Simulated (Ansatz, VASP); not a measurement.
One calculation of Si8PO16, two programs

```xyz
25
Lattice="-4.9890 -4.9890 0.0000 4.9890 -4.9890 0.0000 0.0000 0.0000 6.9910" Properties=species:S:1:pos:R:3 pbc="T T T"
Si    1.2884   -3.7016   -0.0007
Si    1.0488   -1.0593    1.5035
Si   -1.5900   -6.5817    3.4951
Si    3.9313   -3.9434    5.4872
Si   -3.3402   -3.3427   -0.0001
Si    1.1268   -5.9867    2.0027
Si   -1.2311   -1.2327    3.4946
Si   -0.9963   -3.8636    4.9864
O     0.8723   -4.5063    1.3614
O    -2.9318   -6.6610    2.6069
O    -1.6367   -5.2078    4.3453
O     2.8647   -4.0567    6.7208
O    -1.6692   -7.9233    4.3836
O    -0.2162   -6.6282    2.6452
O     0.9345   -2.1253    0.2694
O     0.4844   -4.1168    5.6276
O    -3.4232   -4.5843    1.0342
O     2.1883   -5.9066    3.2251
O     4.1896   -5.4031    4.8273
O    -1.9648   -3.2996    6.1515
O    -0.9175   -2.8029    3.7633
O    -0.4108   -0.8002    2.1633
O     1.6911   -6.9552    0.8377
O     0.4063   -8.4171    5.9578
P    -1.2216   -6.2134    6.9897
```

Alike in both runs: functional PBE; dispersion D3(BJ); k mesh 1 × 1 × 1; occupations fermi-dirac, width 0.05 eV; collinear spin.

Ansatz relaxed the structure, and its values are those at the end. VASP's run is a single point on that final structure, the one shown.

|  | VASP | Ansatz |
| --- | --- | --- |
| version | VASP 6.6.1 | Ansatz 0.2.0 |
| potentials or method | VASP PAW PBE potentials, release 64 (Si, O, P), cutoff 520 eV | scalar-relativistic, plane waves, PAW |
| valence electrons in the cell | 133 | 133 |

|  | VASP | Ansatz | Ansatz less VASP |
| --- | --- | --- | --- |
| rms of the force components (eV/Å) | 0.026 | 0.024 | -0.0019 |
| net moment per atom (μB) | 0.12 | 0.12 | 0.000 |
| size of the moment on the site where the two differ most (μB) | 1.20 | 1.83 | +0.627 |

Site moments also hang on the region over which each program counts them.
